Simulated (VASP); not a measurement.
YbSe, 2 atoms in the cell. The structure is cubic, space group Fm-3m (No. 225). Conventional cell: a = 5.988 Å, b = 5.988 Å, c = 5.988 Å, α = 90.00°, β = 90.00°, γ = 90.00°. Within 3.9 Å of Yb (site symmetry m-3m) lie 6 Se at 2.99 Å. Within 3.9 Å of Se (site symmetry m-3m) lie 6 Yb at 2.99 Å. 

* Program: VASP 6.6.1
* Task: single point
* Functional: r2SCAN
* Potentials or basis: VASP PAW PBE potentials, release 64 (Yb, Se)
* Cutoff: 520 eV
* k mesh: 7 × 7 × 7
* Occupations: fermi-dirac, width 0.0946 eV
* Spin: no spin polarisation
* Dipole correction: no
* Further INCAR settings: ALGO = Normal; EDIFF = 1e-06; NBANDS = 22

Potentials or basis: VASP PAW PBE potentials, release 64 (Yb, Se).

Command:

```sh
$ cat potpaw_PBE.64/Yb/POTCAR potpaw_PBE.64/Se/POTCAR > POTCAR
$ cp INCAR.step1 INCAR
$ mpirun -np 1 vasp_std > vasp.out
$ cp INCAR.step2 INCAR
$ mpirun -np 1 vasp_std > vasp.out
```

Hardware: 1 thread of Intel(R) Xeon(R) 6975P-C (Granite Rapids), on a shared host.

How long does it take, and how much memory?

Run time: 49 s on 1 thread of Intel(R) Xeon(R) 6975P-C (Granite Rapids), on a shared host, peak memory 0.21 GiB. Counts: k points 20.
